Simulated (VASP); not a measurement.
# Au (Fm-3m) in VASP: single point with PBE

Aim: the single point of Au with PBE.

Everything below comes from runs of VASP 6.6.1. Logs are shortened: lines on timing, memory, paths and dates and some standing lists are left out, and cuts for length are marked.

### 1 The cell of the first run

It takes space group Fm-3m (No. 225, cubic). The conventional cell has a = 4.200 Å, b = 4.200 Å, c = 4.200 Å, α = 90.00°, β = 90.00°, γ = 90.00°. Au (site symmetry m-3m) has 12 Au at 2.97 Å within 3.9 Å.

### 2 Single point, PBE

Contents of INCAR:

```
PREC = Accurate
ENCUT = 500
EDIFF = 1E-6
ISMEAR = -1
SIGMA = 0.06122561905347299
LREAL = False
LASPH = True
NELM = 120
ALGO = Normal
ISIF = 2
LWAVE = False
LCHARG = True
GGA = PE
LELF = True
LVHAR = True
NBANDS = 12
GGA_COMPAT = False
```

Contents of KPOINTS:

```
Automatic mesh
0
Gamma
  12 12 12
```

Contents of POSCAR:

```
Au
1.0
    0.0000000000      2.0998589096      2.0998589096
    2.0998589096      0.0000000000      2.0998589096
    2.0998589096      2.0998589096      0.0000000000
Au
1
Direct
    0.0000000000      0.0000000000      0.0000000000
```

Potentials or basis: VASP PAW PBE potentials, release 64 (Au).

Started as:

```
$ cat potpaw_PBE.64/Au/POTCAR > POTCAR
$ mpirun -np 1 vasp_std > vasp.out
```

OUTCAR:

```text
PREC = Accurate
   ENCUT = 500
   EDIFF = 1E-6
   ISMEAR = -1
   LREAL = False
   LASPH = True
   NELM = 120
   ISIF = 2
   GGA = PE

 ion  position               nearest neighbor table
   1  0.000  0.000  0.000-

  LATTYP: Found a face centered cubic cell.
 ALAT       =     4.1997178192

  Lattice vectors:

 A1 = (   0.0000000000,   2.0998589096,   2.0998589096)
 A2 = (   2.0998589096,   0.0000000000,   2.0998589096)
 A3 = (   2.0998589096,   2.0998589096,   0.0000000000)

Analysis of symmetry for initial positions (statically):
=====================================================================
 Subroutine PRICEL returns:
 Original cell was already a primitive cell.

 Routine SETGRP: Setting up the symmetry group for a
 face centered cubic supercell.

 Subroutine GETGRP returns: Found 48 space group operations
 (whereof 48 operations were pure point group operations)
 out of a pool of 48 trial point group operations.

The static configuration has the point symmetry O_h .

Analysis of symmetry for dynamics (positions and initial velocities):
=====================================================================
 Subroutine PRICEL returns:
 Original cell was already a primitive cell.

 Routine SETGRP: Setting up the symmetry group for a
 face centered cubic supercell.

 Subroutine GETGRP returns: Found 48 space group operations
 (whereof 48 operations were pure point group operations)
 out of a pool of 48 trial point group operations.

The dynamic configuration has the point symmetry O_h .

 Subroutine INISYM returns: Found 48 space group operations
 (whereof 48 operations are pure point group operations),
 and found     1 'primitive' translations

----------------------------------------------------------------------------------------

                                     Primitive cell

  volume of cell :      18.5183

  direct lattice vectors                    reciprocal lattice vectors
     0.000000000  2.099858910  2.099858910    -0.238111236  0.238111236  0.238111236
     2.099858910  0.000000000  2.099858910     0.238111236 -0.238111236  0.238111236
     2.099858910  2.099858910  0.000000000     0.238111236  0.238111236 -0.238111236

  length of vectors
     2.969648949  2.969648949  2.969648949     0.412420758  0.412420758  0.412420758

  position of ions in fractional coordinates (direct lattice)
     0.000000000  0.000000000  0.000000000

  ion indices of the primitive-cell ions
   primitive index   ion index
                 1           1

----------------------------------------------------------------------------------------

 KPOINTS: Automatic mesh

Automatic generation of k-mesh.
 Grid dimensions read from file:
 generate k-points for:   12   12   12

 Generating k-lattice:

  Cartesian coordinates                     Fractional coordinates (reciprocal lattice)
    -0.019842603  0.019842603  0.019842603     0.083333333  0.000000000  0.000000000
     0.019842603 -0.019842603  0.019842603     0.000000000  0.083333333  0.000000000
     0.019842603  0.019842603 -0.019842603     0.000000000  0.000000000  0.083333333

  Length of vectors
     0.034368397  0.034368397  0.034368397

  Shift w.r.t. Gamma in fractional coordinates (k-lattice)
     0.000000000  0.000000000  0.000000000

 Subroutine IBZKPT returns following result:
 ===========================================

 Found     72 irreducible k-points:

 Following reciprocal coordinates:
            Coordinates               Weight
  0.000000  0.000000  0.000000      1.000000
  0.083333  0.000000  0.000000      8.000000
  0.166667  0.000000  0.000000      8.000000
  0.250000  0.000000  0.000000      8.000000
  0.333333  0.000000  0.000000      8.000000
  0.416667  0.000000  0.000000      8.000000
[... 16 lines left out ...]
  0.500000  0.166667  0.000000     24.000000
 -0.416667  0.166667  0.000000     24.000000
 [... further k-points ...]
   k-points           NKPTS =     72   k-points in BZ     NKDIM =     72   number of bands    NBANDS=     12
   number of dos      NEDOS =    301   number of ions     NIONS =      1
   total plane-waves  NPLWV =  13824
   dimension x,y,z NGX =    24 NGY =   24 NGZ =   24
   dimension x,y,z NGXF=    48 NGYF=   48 NGZF=   48
   ions per type =               1
   NGX,Y,Z   is equivalent  to a cutoff of  13.44, 13.44, 13.44 a.u.
   NGXF,Y,Z  is equivalent  to a cutoff of  26.87, 26.87, 26.87 a.u.
 SYSTEM =  unknown system
   PREC   = accura    normal or accurate (medium, high low for compatibility)
   ISTART =      0    job   : 0-new  1-cont  2-samecut
   ICHARG =      2    charge: 1-file 2-atom 10-const
   ISPIN  =      1    spin polarized calculation?
   LNONCOLLINEAR =      F non collinear calculations
   LSORBIT =      F    spin-orbit coupling
   LASPH  =      T    aspherical Exc in radial PAW
   ENCUT  =  500.0 eV  36.75 Ry    6.06 a.u.   5.41  5.41  5.41*2*pi/ulx,y,z
   NELM   =    120;   NELMIN=  2; NELMDL= -5     # of ELM steps
   EDIFF  = 0.1E-05   stopping-criterion for ELM
   LREAL  =      F    real-space projection
[... 7 lines left out ...]
   TEBEG  =    0.0;   TEEND  =   0.0 temperature during run
   PSTRESS=    0.0 pullay stress
   NELECT =      11.0000    total number of electrons
   NUPDOWN=      -1.0000    fix difference up-down
   EMIN   =  10.00;   EMAX   =-10.00  energy-range for DOS
   EFERMI =   0.00;   METHOD = LEGACY
   ISMEAR =    -1;   SIGMA  =   0.06  broadening in eV -4-tet -1-fermi 0-gaus
   EFERMI_NEDOS =   21; number of points for ismear=-14 and -15
   IALGO  =     38    algorithm
   IMIX   =      4    mixing-type and parameters
     AMIX     =   0.40;   BMIX     =  1.00
     AMIX_MAG =   1.60;   BMIX_MAG =  1.00
  volume/ion in A,a.u.               =      18.52       124.97
  Fermi-wavevector in a.u.,A,eV,Ry     =   1.376171  2.600585 25.767333  1.893846
  Thomas-Fermi vector in A             =   2.501440
   LORBIT       =      0    0 simple, 1 ext, 2 COOP (PROOUT), +10 PAW based schemes
   GGA     = PE    functional components
   LHFCALC =     F    Hartree Fock is set to
   AEXX    =    0.0000 exact exchange contribution
   IVDW    =     0    specifies the selected vdW correction
   LEPSILON=     F    determine dielectric tensor
   LRPA    =     F    only Hartree local field effects (RPA)
 non-spin polarized calculation
  energy-cutoff  :      500.00
  volume of cell :       18.52
 maximum number of plane-waves:       495
 NGX is ok and might be reduce to    24
   NGX = 11   NGY = 11   NGZ = 11

 number of electron      10.9999999 magnetization

 Free energy of the ion-electron system (eV)
  ---------------------------------------------------
  ext. energy  EPLUGINS =         0.00000000
  ---------------------------------------------------
  free energy    TOTEN  =        -3.20783277 eV

  energy without entropy =       -3.20282465  energy(sigma->0) =       -3.20532871

 E-fermi :   8.0978     XC(G=0): -12.2233

 val. band max:        7.9852113372   @ k =   0.5000   0.3333   0.1667
 cond. band min:       8.1727277448   @ k =   0.5000   0.0833   0.0000
 fundamental gap:      0.1875164076
 Fermi energy:         8.0978190532

 k-point     1 :       0.0000    0.0000    0.0000
  band No.  band energies     occupation
      1      -0.8589      2.00000
      2       3.8812      2.00000
      3       3.8812      2.00000
      4       3.8812      2.00000
      5       5.1882      2.00000
      6       5.1882      2.00000
      7      22.7525      0.00000
      8      26.2727      0.00000
      9      26.2727      0.00000
     10      26.2727      0.00000
     11      30.9227      0.00000
     12      34.7164      0.00000

 k-point     2 :       0.0833    0.0000    0.0000
  band No.  band energies     occupation
      1      -0.6353      2.00000
      2       3.8173      2.00000
      3       3.9521      2.00000
      4       3.9521      2.00000
      5       5.1595      2.00000
      6       5.1595      2.00000
      7      22.9591      0.00000
      8      24.8537      0.00000
      9      26.4960      0.00000
     10      26.4960      0.00000
     11      31.4811      0.00000
     12      33.3538      0.00000

 k-point     3 :       0.1667    0.0000    0.0000
  band No.  band energies     occupation
      1      -0.0075      2.00000
      2       3.7002      2.00000
      3       4.0955      2.00000
      4       4.0955      2.00000
      5       5.1482      2.00000
      6       5.1482      2.00000
      7      21.8581      0.00000
      8      23.7192      0.00000
      9      27.0178      0.00000
     10      27.0178      0.00000
     11      29.6964      0.00000
     12      31.6907      0.00000
[... 286 lines left out ...]
 k-point    23 :       0.5000    0.1667    0.0000
  band No.  band energies     occupation
      1       2.1116      2.00000
      2       3.5512      2.00000
      3       4.3551      2.00000
      4       4.5046      2.00000
      5       6.2615      2.00000
      6       8.7841      0.00003
      7      11.9717      0.00000
      8      21.2092      0.00000
      9      22.7651      0.00000
     10      23.6330      0.00000
     11      32.4373      0.00000
     12      32.8620      0.00000

 k-point    24 :      -0.4167    0.1667    0.0000
  band No.  band energies     occupation
      1       2.1502      2.00000
      2       3.5495      2.00000
      3       4.2995      2.00000
      4       4.7444      2.00000
      5       6.0399      2.00000
      6       9.3608      0.00000
      7      11.3558      0.00000
      8      20.4375      0.00000
      9      23.4763      0.00000
     10      23.6853      0.00000
     11      31.8965      0.00000
     12      32.4847      0.00000

 [... further k-points ...]
[... 5 lines left out ...]
  --------------------------------------------------------------------------------------
  -------------------------------------------------------------------------------------
  Total       -0.4443212     -0.4443212     -0.4443212      0.0000000     -0.0000000      0.0000000
  in kB      -38.4421116    -38.4421116    -38.4421116      0.0000000     -0.0000000      0.0000000
  external PRESSURE =     -38.4421116 kB  Pullay stress =       0.0000000 kB

 VOLUME and BASIS-vectors are now :
 -----------------------------------------------------------------------------
  energy-cutoff  :      500.00
  volume of cell :       18.52
      direct lattice vectors                 reciprocal lattice vectors
     0.000000000  2.099858910  2.099858910    -0.238111236  0.238111236  0.238111236
     2.099858910  0.000000000  2.099858910     0.238111236 -0.238111236  0.238111236
     2.099858910  2.099858910  0.000000000     0.238111236  0.238111236 -0.238111236

 POSITION                                       TOTAL-FORCE (eV/Angst)
 -----------------------------------------------------------------------------------
      0.00000      0.00000      0.00000        -0.000000      0.000000     -0.000000
 -----------------------------------------------------------------------------------
    total drift:                                0.000000      0.000000      0.000000

  FREE ENERGIE OF THE ION-ELECTRON SYSTEM (eV)
  ---------------------------------------------------
  free  energy   TOTEN  =        -3.2078327728 eV

  energy  without entropy=       -3.2028246491  energy(sigma->0) =       -3.20532871
```

Run time: 13 s. Hardware: 1 thread of AMD EPYC 9R14, shared host; peak memory 0.12 GiB.

Results:

```
Free energy : -3.2078 eV
Pressure    : -3.8 GPa
```

Levels at points of the mesh, in eV from the Fermi level:
| k point | band 3 | band 4 | band 5 | band 6 | band 7 | band 8 | band 9 | band 10 |
| --- | --- | --- | --- | --- | --- | --- | --- | --- |
| (0.00, 0.00, 0.00) | -4.22 | -4.22 | -2.91 | -2.91 | 14.65 | 18.17 | 18.17 | 18.17 |
| (0.50, 0.00, 0.00) | -4.24 | -1.87 | -1.87 | -0.53 | 2.70 | 14.09 | 16.55 | 16.55 |
| (0.50, 0.50, 0.00) | -1.91 | -1.60 | -1.60 | 1.30 | 5.18 | 9.82 | 9.82 | 16.38 |

Caveat: spin-orbit coupling is left out, which moves the levels of the heavy elements.
